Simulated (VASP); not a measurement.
# C (P6_3/mmc) in VASP: notebook, part 3 of 3

VASP 6.6.1. Earlier steps stand in the parts before.

### 4 Relaxation of cell and atoms, RPBE

This run uses another cell than the first one, of 5.66 Å³/atom, 0.978 times its volume.

File INCAR:

```
PREC = Accurate
ENCUT = 600
EDIFF = 1E-6
ISMEAR = -1
SIGMA = 0.05
LREAL = F
LASPH = T
NELM = 60
ALGO = Normal
ISIF = 3
LWAVE = F
LCHARG = F
GGA = RP
IBRION = 2
NSW = 80
EDIFFG = -0.01
```

File KPOINTS:

```
Automatic mesh
0
Gamma
  8 8 4
```

File POSCAR:

```
C
1.0
    2.5199982604      0.0000000000      0.0000000000
   -1.2599991302      2.1823825110      0.0000000000
    0.0000000000      0.0000000000      4.1200000000
C
4
Direct
    0.3333333333      0.6666666667      0.0625000000
    0.6666666667      0.3333333333      0.5625000000
    0.3333333333      0.6666666667      0.4375000000
    0.6666666667      0.3333333333      0.9375000000
```

Potentials or basis: VASP PAW PBE potentials, release 64 (C).

Started as:

```console
$ cat potpaw_PBE.64/C/POTCAR > POTCAR
$ mpirun -np 1 vasp_std > vasp.out
```

OUTCAR:

```text
PREC = Accurate
   ENCUT = 600
   EDIFF = 1E-6
   ISMEAR = -1
   LREAL = F
   LASPH = T
   NELM = 60
   ISIF = 3
   GGA = RP
   IBRION = 2
   NSW = 80
   EDIFFG = -0.01

 ion  position               nearest neighbor table
   1  0.333  0.667  0.062-   4 1.54   4 1.54   4 1.54   3 1.54
   2  0.667  0.333  0.562-   3 1.54   3 1.54   3 1.54   4 1.54
   3  0.333  0.667  0.438-   2 1.54   2 1.54   2 1.54   1 1.54
   4  0.667  0.333  0.938-   1 1.54   1 1.54   1 1.54   2 1.54

  LATTYP: Found a hexagonal cell.
 ALAT       =     2.5199982604
 C/A-ratio  =     1.6349217635

  Lattice vectors:

 A1 = (   2.5199982604,   0.0000000000,   0.0000000000)
 A2 = (  -1.2599991302,   2.1823825110,   0.0000000000)
 A3 = (   0.0000000000,   0.0000000000,   4.1200000000)

Analysis of symmetry for initial positions (statically):
=====================================================================
 Subroutine PRICEL returns:
 Original cell was already a primitive cell.

 Routine SETGRP: Setting up the symmetry group for a
 hexagonal supercell.

 Subroutine GETGRP returns: Found 24 space group operations
 (whereof 12 operations were pure point group operations)
 out of a pool of 24 trial point group operations.

The static configuration has the point symmetry D_3d.
 The point group associated with its full space group is D_6h.

Analysis of symmetry for dynamics (positions and initial velocities):
=====================================================================
 Subroutine PRICEL returns:
 Original cell was already a primitive cell.

 Routine SETGRP: Setting up the symmetry group for a
 hexagonal supercell.

 Subroutine GETGRP returns: Found 24 space group operations
 (whereof 12 operations were pure point group operations)
 out of a pool of 24 trial point group operations.

The dynamic configuration has the point symmetry D_3d.
 The point group associated with its full space group is D_6h.

 Subroutine INISYM returns: Found 24 space group operations
 (whereof 12 operations are pure point group operations),
 and found     1 'primitive' translations
[... 135 lines left out ...]
 NGX is ok and might be reduce to    20
   NGX =  9   NGY =  9   NGZ = 17

--------------------------------------- Ionic step        1  -------------------------------------------

 number of electron      16.0000000 magnetization

 Free energy of the ion-electron system (eV)
  ---------------------------------------------------
  ext. energy  EPLUGINS =         0.00000000
  ---------------------------------------------------
  free energy    TOTEN  =       -34.34695104 eV

  energy without entropy =      -34.34695104  energy(sigma->0) =      -34.34695104

------------------------ aborting loop because EDIFF is reached ----------------------------------------

  FORCE on cell =-STRESS in cart. coord.  units (eV):
  Direction    XX          YY          ZZ          XY          YZ          ZX
  --------------------------------------------------------------------------------------
  -------------------------------------------------------------------------------------
  Total        0.2763545      0.2763545      3.5603922      0.0000000      0.0000000      0.0000000
  in kB       19.5410871     19.5410871    251.7561531      0.0000000      0.0000000      0.0000000
  external PRESSURE =      96.9461091 kB  Pullay stress =       0.0000000 kB
[... 101 lines left out ...]
--------------------------------------- Ionic step        4  -------------------------------------------

 number of electron      16.0000001 magnetization

 Free energy of the ion-electron system (eV)
  ---------------------------------------------------
  ext. energy  EPLUGINS =         0.00000000
  ---------------------------------------------------
  free energy    TOTEN  =       -34.38046500 eV

  energy without entropy =      -34.38046500  energy(sigma->0) =      -34.38046500

 E-fermi :  10.8884     XC(G=0): -13.0558

 val. band max:        9.8365791261   @ k =   0.0000   0.0000   0.0000
 cond. band min:      13.6335510745   @ k =   0.3750   0.2500   0.0000
 fundamental gap:      3.7969719483
 Fermi energy:        10.8883933826

 k-point     1 :       0.0000    0.0000    0.0000
  band No.  band energies     occupation
      1     -11.7474      2.00000
      2      -6.2936      2.00000
      3      -3.6392      2.00000
      4       6.7992      2.00000
      5       6.7992      2.00000
      6       9.3765      2.00000
      7       9.8366      2.00000
      8       9.8366      2.00000
      9      14.7703      0.00000
     10      14.7703      0.00000
     11      15.1549      0.00000
     12      17.6474      0.00000
[... 331 lines left out ...]
 k-point    24 :       0.3750   -0.0000    0.5000
  band No.  band energies     occupation
      1      -6.8146      2.00000
      2      -6.8146      2.00000
      3      -0.7358      2.00000
      4      -0.7358      2.00000
      5       4.7508      2.00000
      6       4.7508      2.00000
      7       5.1633      2.00000
      8       5.1633      2.00000
      9      15.4021      0.00000
     10      15.4021      0.00000
     11      17.5606      0.00000
     12      17.5606      0.00000

 [... further k-points ...]
[... 5 lines left out ...]
  --------------------------------------------------------------------------------------
  -------------------------------------------------------------------------------------
  Total       -0.0168455     -0.0168455      0.0242517      0.0000000      0.0000000      0.0000000
  in kB       -1.1656810     -1.1656810      1.6781796      0.0000000      0.0000000      0.0000000
  external PRESSURE =      -0.2177275 kB  Pullay stress =       0.0000000 kB
[... 19 lines left out ...]
  FREE ENERGIE OF THE ION-ELECTRON SYSTEM (eV)
  ---------------------------------------------------
  free  energy   TOTEN  =       -34.3804650005 eV

  energy  without entropy=      -34.3804650005  energy(sigma->0) =      -34.38046500

 reached required accuracy - stopping structural energy minimisation
```

OSZICAR:

```text
N       E                     dE             d eps       ncg     rms          rms(c)
DAV:   1     0.436571537364E+02    0.43657E+02   -0.96788E+03   720   0.146E+03
DAV:   2    -0.327098593099E+02   -0.76367E+02   -0.70268E+02  1052   0.239E+02
DAV:   3    -0.354658524402E+02   -0.27560E+01   -0.27375E+01   952   0.420E+01
[... 26 lines left out ...]
       N       E                     dE             d eps       ncg     rms          rms(c)
DAV:   1    -0.343804699550E+02   -0.11320E-04   -0.37438E-04   840   0.190E-01    0.142E-02
DAV:   2    -0.343804665397E+02    0.34153E-05   -0.87826E-06   916   0.279E-02    0.851E-03
DAV:   3    -0.343804649788E+02    0.15609E-05   -0.38474E-06   820   0.188E-02    0.115E-03
DAV:   4    -0.343804650005E+02   -0.21726E-07   -0.25094E-07   448   0.434E-03
   4 F= -.34380465E+02 E0= -.34380465E+02  d E =-.335140E-01
```

It took 19 s on 1 thread of AMD EPYC 7R13 (Zen 3), shared host; peak memory 0.1 GiB.

Results:

- Free energy: -34.3805 eV
- Relaxed volume: 5.79 Å³/atom
- Relaxed cell: a = 2.524 Å, b = 2.524 Å, c = 4.198 Å, α = 90.00°, β = 90.00°, γ = 120.00°
- Space group after relaxing (to 0.05 Å): P6_3/mmc (No. 194)
- Energy gained by relaxing: 8.4 meV/atom
- Ionic steps: 4
- Pressure after relaxing: 0.0 GPa
- Largest force after relaxing: 0.006 eV/Å
- Band gap on the k mesh: 3.80 eV, indirect (least direct gap 4.93 eV)

Forces on the atoms (eV/Å):
```
C    0.000  0.000 -0.006
C    0.000  0.000 -0.006
C    0.000  0.000  0.006
C    0.000  0.000  0.006
```

Step by step:
| step | energy change (eV) | largest force (eV/Å) | pressure (GPa) | volume (Å³) |
| --- | --- | --- | --- | --- |
| 1 | 0.0000 | 0.0409 | 9.69 | 22.66 |
| 2 | 0.0150 | 0.1464 | -10.69 | 23.79 |
| 3 | -0.0335 | 0.0073 | -0.21 | 23.16 |
| 4 | -0.0335 | 0.0061 | -0.02 | 23.15 |

Final structure:
```xyz
4
Lattice="2.5237 0.0000 0.0000 -1.2618 2.1856 0.0000 0.0000 0.0000 4.1977" Properties=species:S:1:pos:R:3 pbc="T T T"
C     0.0000    1.4571    0.2633
C     1.2618    0.7285    2.3621
C     0.0000    1.4571    1.8356
C     1.2618    0.7285    3.9344
```

Caveat: the PAW data sets were made with another functional, which shifts forces and pressure a little. A k mesh can miss the band edges.

### 5 The runs side by side

```csv
task,cell,k mesh,cutoff (eV),gap on the mesh (eV),pressure (GPa),largest force (eV/Å)
single point,"a = 2.524, b = 2.524, c = 4.199 Å, angles 90.0, 90.0, 120.0°, 4 atoms",13 × 13 × 7,520,3.57,0.4,0.01
single point,"a = 2.621, b = 2.621, c = 4.361 Å, angles 90.0, 90.0, 120.0°, 4 atoms",12 × 12 × 7,520,3.79,-38.2,0.11
relaxation of cell and atoms,"relaxed from a = 2.520, b = 2.520, c = 4.120 Å, angles 90.0, 90.0, 120.0°, 4 atoms",8 × 8 × 4,600,3.80,0.0,0.01
```

Alike in all rows: level RPBE; potentials or basis VASP PAW PBE potentials, release 64 (C); no spin polarisation; smearing fermi-dirac 0.05 eV.

Caveats: the PAW data sets were made with another functional, which shifts forces and pressure a little.

Total energies depend on the potentials used, so only differences within one code and one set of settings carry meaning.
